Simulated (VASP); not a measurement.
Ga3BAs4: single point with PBE

The system is Ga3BAs4.

```
Ga B As
1.0
    -2.76023    2.76023    5.44908
     2.76023   -2.76023    5.44908
     2.76023    2.76023   -5.44908
Ga B As
3 1 4
Direct
  0.50000 0.50000 0.00000
  0.25000 0.75000 0.50000
  0.75000 0.25000 0.50000
  0.00000 0.00000 0.00000
  0.66521 0.10575 0.00000
  0.89425 0.89425 0.55946
  0.10575 0.66521 0.00000
  0.33479 0.33479 0.44054
```

The cell was generated, and may not be a known phase.

```yaml
Program: VASP 6.6.1
Task: single point
Functional: PBE
Potentials_or_basis: VASP PAW PBE potentials, release 64 (Ga_d, B, As)
Cutoff: 520 eV
k_mesh: 4 × 4 × 4
Occupations: gaussian, width 0.2 eV
Spin: no spin polarisation
Dipole_correction: no
Further_INCAR_settings: ALGO = Normal; EDIFF = 1e-06; NBANDS = 41
```

| Item | Value |
| --- | --- |
| Pressure | 0.4 GPa |
| Largest force | 0.046 eV/Å |
| Band gap on the k mesh | 0.68 eV |

Forces in eV/Å, atoms in the order of the input:
```
Ga   0.000  0.000  0.000
Ga   0.000  0.000  0.000
Ga   0.000  0.000  0.000
B    0.000  0.000  0.000
As   0.011 -0.011 -0.043
As  -0.011 -0.011  0.043
As  -0.011  0.011 -0.043
As   0.011  0.011  0.043
```

Stress tensor (GPa, compression positive):
```
0.32 0.00 0.00
0.00 0.32 0.00
0.00 0.00 0.69
```

Levels at points of the mesh, in eV from the valence-band top:
```tsv
k point	band 28	band 29	band 30	band 31	band 32	band 33	band 34	band 35
(0.00, 0.00, 0.00)	-2.65	-0.09	0.00	0.00	0.68	1.15	1.37	3.24
(0.50, 0.00, 0.00)	-2.27	-2.17	-1.50	-1.12	2.65	2.94	3.07	3.43
(0.50, 0.50, 0.00)	-1.39	-1.14	-0.93	-0.79	0.77	1.09	2.22	3.16
(0.50, 0.50, 0.50)	-1.93	-1.93	-1.52	-1.52	1.29	1.36	1.54	1.54
```

Wall time 98 s on 1 thread of AMD EPYC 9R45 96-Core Processor (Zen 5), with other jobs on the host, peak memory 0.35 GiB.

Caveat: semilocal functionals underestimate gaps, and a narrow one can read as zero. A k mesh can miss the band edges.
